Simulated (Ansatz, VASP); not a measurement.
# AlN in VASP and in Ansatz

File INCAR:

```
SYSTEM = AlN
ALGO = Normal
EDIFF = 1E-6
ENCUT = 520
ISIF = 2
ISMEAR = 0
LASPH = .True.
LCHARG = .False.
LREAL = .False.
LWAVE = .False.
NBANDS = 16
NELM = 60
PREC = Accurate
SIGMA = 0.05
```

KPOINTS

```
k-points
0
Gamma
  9 9 6
  0 0 0
```

The input POSCAR:

```
AlN
1.0
    3.2043322161      0.0000000000      0.0000000000
   -1.6021661081      2.7750331013      0.0000000000
    0.0000000000      0.0000000000      4.9780000000
Al N
2 2
Direct
    0.3333333333      0.6666666667      0.0000000000
    0.6666666667      0.3333333333      0.5000000000
    0.3333333333      0.6666666667      0.3850000000
    0.6666666667      0.3333333333      0.8850000000
```

Input for Ansatz:

```yaml
crystal:
  lattice:
    - [3.2043322161, 0.0, 0.0]
    - [-1.6021661081, 2.7750331013, 0.0]
    - [0.0, 0.0, 4.978]
  atoms:
    - { symbol: Al, position: [0.3333333333, 0.6666666667, 0.0] }
    - { symbol: Al, position: [0.6666666667, 0.3333333333, 0.5] }
    - { symbol: "N", position: [0.3333333333, 0.6666666667, 0.385] }
    - { symbol: "N", position: [0.6666666667, 0.3333333333, 0.885] }
basis:
  ecutwfc: 420
kpoints:
  mp_grid: { grid: [9, 9, 6] }
hamiltonian:
  xc: lda
scf:
  occupations: { method: gaussian, width: 0.05 }
output:
  forces: true
  stress: true
  eigenvalues: true
```

Change from the starting cell: strain +0.030 along x and y, +0.000 along z, atoms carried along.

Alike in both runs: task single point; functional LDA; k mesh 9 × 9 × 6; occupations gaussian, width 0.05 eV; no spin polarisation.

```csv
,VASP,Ansatz
version,VASP 6.6.1,Ansatz 0.2.0
potentials or method,"VASP PAW LDA potentials, release 64 (Al, N), cutoff 520 eV","scalar-relativistic, plane waves, PAW"
valence electrons in the cell,16,16
```

Ansatz gave:

```
gap on the k mesh at the Fermi level (eV)                     : 3.60
least direct gap on the mesh (eV)                             : 3.60
pressure (GPa)                                                : -14.7
traceless stress, the component that is largest in VASP (GPa) : 6.15
rms of the force components (eV/Å)                            : 0.037
```

What did VASP give for the same quantities?

gap on the k mesh at the Fermi level (eV): 3.60; least direct gap on the mesh (eV): 3.60; pressure (GPa): -14.4; traceless stress, the component that is largest in VASP (GPa): 6.23; rms of the force components (eV/Å): 0.041.

LDA's correlation is that of Perdew and Zunger in VASP and of Perdew and Wang (1992) in Ansatz. Atom by atom the forces differ by 0.005 eV/Å (rms over components).
